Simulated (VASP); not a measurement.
# GaN: single point with r2SCAN

GaN:

```
Ga N
1.0
     3.30003    0.00000    0.00000
    -1.65002    2.85791    0.00000
     0.00000    0.00000    4.77014
Ga N
2 2
Direct
  0.33333 0.66667 0.25000
  0.66667 0.33333 0.75000
  0.66667 0.33333 0.25000
  0.33333 0.66667 0.75000
```

This cell differs from its parent crystal: uniaxial z strain +0.3%.

```
Program                : VASP 6.6.1
Task                   : single point
Functional             : r2SCAN
Potentials or basis    : VASP PAW PBE potentials, release 64 (Ga_d, N)
Cutoff                 : 520 eV
k mesh                 : 12 × 12 × 6
Occupations            : gaussian, width 0.01 eV
Spin                   : no spin polarisation
Dipole correction      : no
Further INCAR settings : ALGO = Normal; EDIFF = 1e-06; NBANDS = 26
```

```
Pressure               : 0.6 GPa
Band gap on the k mesh : 1.86 eV
```

Stress tensor (GPa, compression positive):
```
 1.09  0.00  0.00
 0.00  1.09  0.00
 0.00  0.00 -0.47
```

Levels at points of the mesh, in eV from the valence-band top:
| k point | band 15 | band 16 | band 17 | band 18 | band 19 | band 20 | band 21 | band 22 |
| --- | --- | --- | --- | --- | --- | --- | --- | --- |
| (0.00, 0.00, 0.00) | -2.11 | -0.92 | -0.92 | 0.00 | 1.86 | 2.56 | 8.96 | 8.96 |
| (0.50, 0.00, 0.00) | -4.07 | -4.03 | -2.20 | -1.96 | 3.80 | 5.55 | 7.14 | 8.81 |
| (0.00, 0.00, 0.50) | -1.50 | -1.50 | -1.50 | -1.50 | 4.02 | 4.02 | 8.58 | 8.58 |
| (0.50, 0.00, 0.50) | -3.20 | -3.20 | -1.21 | -1.21 | 4.80 | 4.80 | 6.90 | 6.90 |

Run time: 6.9 min on 1 thread of Intel Xeon 8259CL, with other jobs on the host, peak memory 0.22 GiB.

Caveat: the cell differs from its parent crystal (uniaxial z strain +0.3%); the PAW data sets were made with another functional, which shifts forces and pressure a little.
